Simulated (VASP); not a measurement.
# Ba2MgC6N6O6 (R-3) in VASP: single point with PBE

Aim: the single point of Ba2MgC6N6O6 with PBE.

All numbers are computed with VASP 6.6.1; they aren't measurements. Logs are shortened: lines on timing, memory, paths and dates and some standing lists are left out, and cuts for length are marked.

**1. The cell of the first run**

It takes space group R-3 (No. 148, trigonal). Conventional cell: a = 6.979 Å, b = 6.979 Å, c = 16.976 Å, α = 90.00°, β = 90.00°, γ = 120.00°. Within 3.7 Å of Ba (site symmetry 3) lie 6 N at 2.81 to 3.58 Å and 6 O at 2.86 to 2.91 Å and 9 C at 3.31 to 3.63 Å and 1 Mg at 3.66 Å. Within 2.8 Å of Mg (site symmetry -3) lie 6 O at 2.12 Å. C (site symmetry 1) has 1 O at 1.30 Å and 2 N at 1.35 to 1.36 Å within 1.7 Å. Within 1.8 Å of N (site symmetry 1) lie 2 C at 1.35 to 1.36 Å. Within 1.7 Å of O (site symmetry 1) lie 1 C at 1.30 Å.

**2. Single point, PBE**

INCAR

```
SYSTEM = Ba2MgC6N6O6
ALGO = Normal ; EDIFF = 1E-6
ENCUT = 840 ; GGA = PE
GGA_COMPAT = .FALSE. ; ISIF = 2
ISMEAR = -1 ; LASPH = .TRUE.
LCHARG = .FALSE. ; LREAL = Auto
LWAVE = .FALSE. ; NBANDS = 76
NELM = 120 ; PREC = Accurate
SIGMA = 0.02
```

KPOINTS

```
k-points
0
G
  4 4 4
  0 0 0
```

POSCAR

```
Ba2MgC6N6O6
1.0
    3.4897000000      2.0147792344      5.6587000000
   -3.4897000000      2.0147792344      5.6587000000
    0.0000000000     -4.0295584688      5.6587000000
Ba Mg C N O
2 1 6 6 6
Direct
    0.7843418188      0.7843418188      0.7843418188
    0.2156581812      0.2156581812      0.2156581812
    0.0000000000      0.0000000000      0.0000000000
    0.2554994375      0.6232171054      0.3529534910
    0.3529534910      0.2554994375      0.6232171054
    0.6232171054      0.3529534910      0.2554994375
    0.7445005625      0.3767828946      0.6470465090
    0.6470465090      0.7445005625      0.3767828946
    0.3767828946      0.6470465090      0.7445005625
    0.1904593229      0.4690977237      0.5712865257
    0.5712865257      0.1904593229      0.4690977237
    0.4690977237      0.5712865257      0.1904593229
    0.8095406771      0.5309022763      0.4287134743
    0.4287134743      0.8095406771      0.5309022763
    0.5309022763      0.4287134743      0.8095406771
    0.1015824290      0.8304997060      0.3029921248
    0.3029921248      0.1015824290      0.8304997060
    0.8304997060      0.3029921248      0.1015824290
    0.8984175710      0.1695002940      0.6970078752
    0.6970078752      0.8984175710      0.1695002940
    0.1695002940      0.6970078752      0.8984175710
```

Potentials or basis: VASP PAW PBE potentials, release 64 (Ba_sv, Mg_sv, C, N, O).

Run with:

```console
$ cat potpaw_PBE.64/Ba_sv/POTCAR potpaw_PBE.64/Mg_sv/POTCAR potpaw_PBE.64/C/POTCAR potpaw_PBE.64/N/POTCAR potpaw_PBE.64/O/POTCAR > POTCAR
$ mpirun -np 1 vasp_std > vasp.out
```

OUTCAR:

```text
SYSTEM = Ba2MgC6N6O6
   EDIFF = 1E-6
   ENCUT = 840
   GGA = PE
   ISIF = 2
   ISMEAR = -1
   LASPH = .TRUE.
   LREAL = Auto
   NELM = 120
   PREC = Accurate

 ion  position               nearest neighbor table
   1  0.784  0.784  0.784-  10 2.81  11 2.81  12 2.81  21 2.86  19 2.86  20 2.86  17 2.91  18 2.91
                            16 2.91   5 3.31   4 3.31   6 3.31   2 4.36   2 4.36   2 4.36
   2  0.216  0.216  0.216-  13 2.81  14 2.81  15 2.81  18 2.86  16 2.86  17 2.86  20 2.91  21 2.91
                            19 2.91   8 3.31   7 3.31   9 3.31   1 4.36   1 4.36   1 4.36
   3  0.000  0.000  0.000-  18 2.12  21 2.12  19 2.12  16 2.12  20 2.12  17 2.12
   4  0.255  0.623  0.353-  16 1.30  12 1.35  10 1.36   1 3.31
   5  0.353  0.255  0.623-  17 1.30  10 1.35  11 1.36   1 3.31
   6  0.623  0.353  0.255-  18 1.30  11 1.35  12 1.36   1 3.31
   7  0.745  0.377  0.647-  19 1.30  15 1.35  13 1.36   2 3.31
   8  0.647  0.745  0.377-  20 1.30  13 1.35  14 1.36   2 3.31
   9  0.377  0.647  0.745-  21 1.30  14 1.35  15 1.36   2 3.31
  10  0.190  0.469  0.571-   5 1.35   4 1.36   1 2.81
  11  0.571  0.190  0.469-   6 1.35   5 1.36   1 2.81
  12  0.469  0.571  0.190-   4 1.35   6 1.36   1 2.81
  13  0.810  0.531  0.429-   8 1.35   7 1.36   2 2.81
  14  0.429  0.810  0.531-   9 1.35   8 1.36   2 2.81
  15  0.531  0.429  0.810-   7 1.35   9 1.36   2 2.81
  16  0.102  0.830  0.303-   4 1.30   3 2.12   2 2.86   1 2.91
  17  0.303  0.102  0.830-   5 1.30   3 2.12   2 2.86   1 2.91
  18  0.830  0.303  0.102-   6 1.30   3 2.12   2 2.86   1 2.91
  19  0.898  0.170  0.697-   7 1.30   3 2.12   1 2.86   2 2.91
  20  0.697  0.898  0.170-   8 1.30   3 2.12   1 2.86   2 2.91
  21  0.170  0.697  0.898-   9 1.30   3 2.12   1 2.86   2 2.91

  LATTYP: Found a trigonal (rhomboedric) cell.
 ALAT       =     6.9468141722
 COS(alpha) =     0.4952982399

  Lattice vectors:

 A1 = (   3.4897000000,   2.0147792344,   5.6587000000)
 A2 = (  -3.4897000000,   2.0147792344,   5.6587000000)
 A3 = (   0.0000000000,  -4.0295584688,   5.6587000000)

Analysis of symmetry for initial positions (statically):
=====================================================================
 Subroutine PRICEL returns:
 Original cell was already a primitive cell.

 Routine SETGRP: Setting up the symmetry group for a
 trigonal (rhombohedral) supercell.

 Subroutine GETGRP returns: Found  6 space group operations
 (whereof  6 operations were pure point group operations)
 out of a pool of 12 trial point group operations.

The static configuration has the point symmetry S_6 .

Analysis of symmetry for dynamics (positions and initial velocities):
[... 146 lines left out ...]
   POTIM  = 0.5000    time-step for ionic-motion
   TEBEG  =    0.0;   TEEND  =   0.0 temperature during run
   PSTRESS=    0.0 pullay stress
   NELECT =     120.0000    total number of electrons
   NUPDOWN=      -1.0000    fix difference up-down
   EMIN   =  10.00;   EMAX   =-10.00  energy-range for DOS
   EFERMI =   0.00;   METHOD = LEGACY
   ISMEAR =    -1;   SIGMA  =   0.02  broadening in eV -4-tet -1-fermi 0-gaus
   EFERMI_NEDOS =   21; number of points for ismear=-14 and -15
   IALGO  =     38    algorithm
   IMIX   =      4    mixing-type and parameters
     AMIX     =   0.40;   BMIX     =  1.00
     AMIX_MAG =   1.60;   BMIX_MAG =  1.00
  volume/ion in A,a.u.               =      11.37        76.71
  Fermi-wavevector in a.u.,A,eV,Ry     =   1.301690  2.459837 23.053653  1.694396
  Thomas-Fermi vector in A             =   2.432807
   LORBIT       =      0    0 simple, 1 ext, 2 COOP (PROOUT), +10 PAW based schemes
   GGA     = PE    functional components
   LHFCALC =     F    Hartree Fock is set to
   AEXX    =    0.0000 exact exchange contribution
   IVDW    =     0    specifies the selected vdW correction
   LEPSILON=     F    determine dielectric tensor
   LRPA    =     F    only Hartree local field effects (RPA)
 non-spin polarized calculation
  energy-cutoff  :      840.00
  volume of cell :      238.72
 maximum number of plane-waves:     13281
 NGX is ok and might be reduce to    70
   NGX = 33   NGY = 33   NGZ = 33

 number of electron     119.9999998 magnetization

 Free energy of the ion-electron system (eV)
  ---------------------------------------------------
  ext. energy  EPLUGINS =         0.00000000
  ---------------------------------------------------
  free energy    TOTEN  =      -165.54459382 eV

  energy without entropy =     -165.54459382  energy(sigma->0) =     -165.54459382

 E-fermi :   2.3862     XC(G=0): -10.1035

 val. band max:        1.7089081852   @ k =   0.5000   0.5000   0.0000
 cond. band min:       5.9495150065   @ k =   0.5000   0.5000   0.0000
 fundamental gap:      4.2406068213
 Fermi energy:         2.3861754333

 k-point     1 :       0.0000    0.0000    0.0000
  band No.  band energies     occupation
      1     -71.1435      2.00000
      2     -37.9119      2.00000
      3     -37.9119      2.00000
      4     -37.8900      2.00000
      5     -23.1595      2.00000
      6     -23.1007      2.00000
[... 1039 lines left out ...]
     71       9.8129      0.00000
     72      10.0591      0.00000
 [bands above 72 left out]

------------------------ aborting loop because EDIFF is reached ----------------------------------------

  FORCE on cell =-STRESS in cart. coord.  units (eV):
  Direction    XX          YY          ZZ          XY          YZ          ZX
  --------------------------------------------------------------------------------------
  -------------------------------------------------------------------------------------
  Total        6.0629983      6.0629983      4.0433274      0.0000000      0.0000000      0.0000000
  in kB       40.6925168     40.6925168     27.1372610      0.0000002      0.0000000      0.0000000
  external PRESSURE =      36.1740982 kB  Pullay stress =       0.0000000 kB

 VOLUME and BASIS-vectors are now :
 -----------------------------------------------------------------------------
  energy-cutoff  :      840.00
  volume of cell :      238.72
      direct lattice vectors                 reciprocal lattice vectors
     3.489700000  2.014779234  5.658700000     0.143278792  0.082722049  0.058906345
    -3.489700000  2.014779234  5.658700000    -0.143278792  0.082722049  0.058906345
     0.000000000 -4.029558469  5.658700000     0.000000000 -0.165444098  0.058906345

 POSITION                                       TOTAL-FORCE (eV/Angst)
 -----------------------------------------------------------------------------------
      0.00000      0.00000     13.31507        -0.000000      0.000000      0.008916
      0.00000      0.00000      3.66103        -0.000000      0.000000     -0.008916
      0.00000      0.00000      0.00000        -0.000000      0.000000     -0.000000
     -1.28322      0.34817      6.96965         0.135923     -0.029314     -0.001084
      0.34009     -1.28539      6.96965        -0.042575      0.132369     -0.001084
      0.94314      0.93722      6.96965        -0.093348     -0.103056     -0.001084
[... 13 lines left out ...]
     -0.70286      2.53142      9.98719        -0.051652      0.199592      0.026019
     -1.84084     -1.87440      9.98719        -0.147026     -0.144528      0.026019
 -----------------------------------------------------------------------------------
    total drift:                               -0.000000      0.000000      0.000000

  FREE ENERGIE OF THE ION-ELECTRON SYSTEM (eV)
  ---------------------------------------------------
  free  energy   TOTEN  =      -165.5445938240 eV

  energy  without entropy=     -165.5445938240  energy(sigma->0) =     -165.54459382
```

Wall time 22 min (1 thread of Intel Xeon Platinum 8259CL at 2.50GHz (Skylake/Cascade Lake), shared host); peak memory 0.93 GiB.

Results:

* Free energy: -165.5446 eV
* Pressure: 3.6 GPa
* Largest force: 0.208 eV/Å
* Band gap on the k mesh: 4.24 eV

Forces in eV/Å, atoms in the order of the input:
```
Ba   0.000  0.000  0.009
Ba   0.000  0.000 -0.009
Mg   0.000  0.000  0.000
C    0.136 -0.029 -0.001
C   -0.043  0.132 -0.001
C   -0.093 -0.103 -0.001
C   -0.136  0.029  0.001
C    0.043 -0.132  0.001
C    0.093  0.103  0.001
N    0.004  0.001 -0.015
N   -0.003  0.003 -0.015
N   -0.001 -0.004 -0.015
N   -0.004 -0.001  0.015
N    0.003 -0.003  0.015
N    0.001  0.004  0.015
O   -0.199  0.055 -0.026
O    0.052 -0.200 -0.026
O    0.147  0.145 -0.026
O    0.199 -0.055  0.026
O   -0.052  0.200  0.026
O   -0.147 -0.145  0.026
```

Levels at points of the mesh, in eV from the valence-band top:
| k point | band 56 | band 57 | band 58 | band 59 | band 60 | band 61 | band 62 | band 63 | band 64 | band 65 |
| --- | --- | --- | --- | --- | --- | --- | --- | --- | --- | --- |
| (0.00, 0.00, 0.00) | -0.67 | -0.34 | -0.34 | -0.16 | -0.16 | 4.56 | 4.56 | 5.10 | 5.10 | 6.30 |
| (0.50, 0.00, 0.00) | -0.52 | -0.46 | -0.44 | -0.12 | -0.10 | 4.35 | 4.58 | 4.91 | 4.98 | 6.79 |
| (0.50, 0.50, 0.00) | -0.55 | -0.38 | -0.34 | -0.24 | 0.00 | 4.24 | 4.63 | 4.82 | 5.12 | 6.60 |
| (0.50, 0.50, 0.50) | -0.51 | -0.37 | -0.37 | -0.13 | -0.13 | 4.77 | 4.77 | 5.08 | 5.08 | 6.37 |

Caveat: the cell stands under pressure; spin-orbit coupling is left out, which moves the levels of the heavy elements. A k mesh can miss the band edges.
